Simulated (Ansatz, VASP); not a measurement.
**AlNi: VASP beside Ansatz**

```
CELL_PARAMETERS angstrom
2.86196 0.00000 0.00000
0.00000 2.86196 0.00000
0.00000 0.00000 2.86196
ATOMIC_POSITIONS crystal
Al 0.00000 0.00000 0.00000
Ni 0.50000 0.50000 0.50000
```

Alike in both runs: functional PBEsol; k mesh 16 × 16 × 16; occupations fermi-dirac, width 0.05 eV; no spin polarisation.

Ansatz relaxed the structure, and its values are those at the end. VASP's run is a single point on that final structure, the one shown.

|  | VASP | Ansatz |
| --- | --- | --- |
| version | VASP 6.6.1 | Ansatz 0.2.0 |
| potentials or method | VASP PAW PBE potentials, release 64 (Al, Ni) | PAW with Ansatz's default frozen-core files, scalar-relativistic |
| plane-wave cutoff (eV) | 520 | 420 |
| valence electrons in the cell | 13 | 21 |

```tsv
	VASP	Ansatz	Ansatz less VASP
pressure (GPa)	0.2	0.0	-0.20
```

VASP's potentials were made for PBE, not for PBEsol. VASP's potentials hold 13 valence electrons a cell and Ansatz's 21, so a difference there can come from the potentials and not from the codes.
